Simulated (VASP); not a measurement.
Here is a VASP 6.6.1 calculation.

POSCAR

```
ZnS
1.0
    3.8815598738      0.0000000000      0.0000000000
   -1.9407799369      3.3615294570      0.0000000000
    0.0000000000      0.0000000000      6.1760189214
Zn S
2 2
Direct
    0.3333333333      0.6666666667     -0.0023183829
    0.6666666667      0.3333333333      0.4976816171
    0.3333333333      0.6666666667      0.3773183829
    0.6666666667      0.3333333333      0.8773183829
```

INCAR.step1

```
SYSTEM = ZnS
PREC     = Accurate       ! precision mode
ENCUT    = 520            ! plane-wave cutoff, eV
EDIFF    = 1E-5           ! SCF threshold, eV
ISMEAR   = 0              ! smearing method
SIGMA    = 0.01           ! smearing width, eV
LREAL    = .FALSE.        ! projectors in reciprocal space
LASPH    = .TRUE.         ! aspherical terms in the spheres
NELM     = 80             ! most SCF steps
ALGO     = Normal         ! electronic algorithm
ISIF     = 2              ! what is computed and relaxed
LWAVE    = .TRUE.         ! write WAVECAR
LCHARG   = .FALSE.        ! write CHGCAR
GGA      = PE             ! functional
NBANDS   = 26             ! bands
KPAR     = 4
```

Contents of INCAR.step2:

```
SYSTEM = ZnS
PREC     = Accurate       ! precision mode
ENCUT    = 520            ! plane-wave cutoff, eV
EDIFF    = 1E-6           ! SCF threshold, eV
ISMEAR   = 0              ! smearing method
SIGMA    = 0.01           ! smearing width, eV
LREAL    = .FALSE.        ! projectors in reciprocal space
LASPH    = .TRUE.         ! aspherical terms in the spheres
NELM     = 80             ! most SCF steps
ALGO     = Normal         ! electronic algorithm
ISIF     = 2              ! what is computed and relaxed
LWAVE    = .FALSE.        ! write WAVECAR
LCHARG   = .FALSE.        ! write CHGCAR
GGA      = PE             ! functional
LHFCALC  = .TRUE.         ! exact exchange
HFSCREEN = 0.2079         ! screening, 1/A
PRECFOCK = Normal       
ISTART   = 1            
NBANDS   = 26             ! bands
KPAR     = 4
```

Contents of KPOINTS:

```
Automatic mesh
0
G
  6 6 4
  0 0 0
```

Potentials or basis: VASP PAW PBE potentials, release 64 (Zn, S).

Launch:

```bash
$ cat potpaw_PBE.64/Zn/POTCAR potpaw_PBE.64/S/POTCAR > POTCAR
$ cp INCAR.step1 INCAR
$ mpirun -np 4 vasp_std > vasp.out
$ cp INCAR.step2 INCAR
$ mpirun -np 4 vasp_std > vasp.out
```

Question: What does it give for the pressure?

Answer: -0.6 GPa.

Question: Estimate the band gap on the k mesh.

Answer: 3.30 eV.

Question: What does it give for the largest force?

Answer: 0.014 eV/Å.

Stress tensor (GPa, compression positive):
```
-1.49  0.00  0.00
 0.00 -1.49  0.00
 0.00  0.00  1.31
```

Caveat: the cell differs from its parent crystal (epitaxial xy strain +2.0%); the PAW data sets were made with another functional, which shifts forces and pressure a little.
